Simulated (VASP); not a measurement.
Write the native input for VASP 6.6.1 that does the following.

```
Task                   : single point
Functional             : PBEsol
Potentials or basis    : VASP PAW PBE potentials, release 64 (Ni, Al)
Cutoff                 : 520 eV
k mesh                 : 8 × 8 × 8
Occupations            : fermi-dirac, width 0.05 eV
Spin                   : collinear spin, ferromagnetic start
Starting moments       : [1.0, 1.0, 1.0, 0.0] μB
Dipole correction      : no
Further INCAR settings : ALGO = Normal; EDIFF = 1e-06; NBANDS = 28
```

The structure of AlNi3 lies in POSCAR:

```
AlNi3
1.0
    3.5921517734      0.0000000000      0.0000000000
    0.0000000000      3.5921517734      0.0000000000
    0.0000000000      0.0000000000      3.5921517734
Ni Al
3 1
Direct
    0.5000000000      0.5000000000      0.0000000000
    0.5000000000      0.0000000000      0.5000000000
    0.0000000000      0.5000000000      0.5000000000
    0.0000000000      0.0000000000      0.0000000000
```

These files were run (other wordings do the same):

INCAR

```
SYSTEM = AlNi3
PREC = Accurate
ENCUT = 520
EDIFF = 1E-6
ISMEAR = -1
SIGMA = 0.05
LREAL = .False.
LASPH = .True.
NELM = 150
ALGO = Normal
ISIF = 2
LWAVE = .False.
LCHARG = .False.
ISPIN = 2
MAGMOM = 1 1 1 0
LORBIT = 11
LMAXMIX = 4
GGA = PS
NBANDS = 28
```

KPOINTS

```
Automatic mesh
0
Gamma
  8 8 8
  0 0 0
```

Potentials or basis: VASP PAW PBE potentials, release 64 (Ni, Al).

Command:

```sh
$ cat potpaw_PBE.64/Ni/POTCAR potpaw_PBE.64/Al/POTCAR > POTCAR
$ mpirun -np 1 vasp_std > vasp.out
```

Results of the run:

* Pressure: -10.6 GPa
* Net moment: 0.68 μB per cell
* Site moments: Ni +0.24; Al -0.01 μB
* Valence electrons inside the program's atomic spheres: Ni 9.35; Al 0.78

Caveat: the cell stands under tension; the PAW data sets were made with another functional, which shifts forces and pressure a little.

It took 50 s on 1 thread of Intel(R) Xeon(R) Platinum 8488C (Sapphire Rapids) (shared host), peak memory 0.21 GiB.
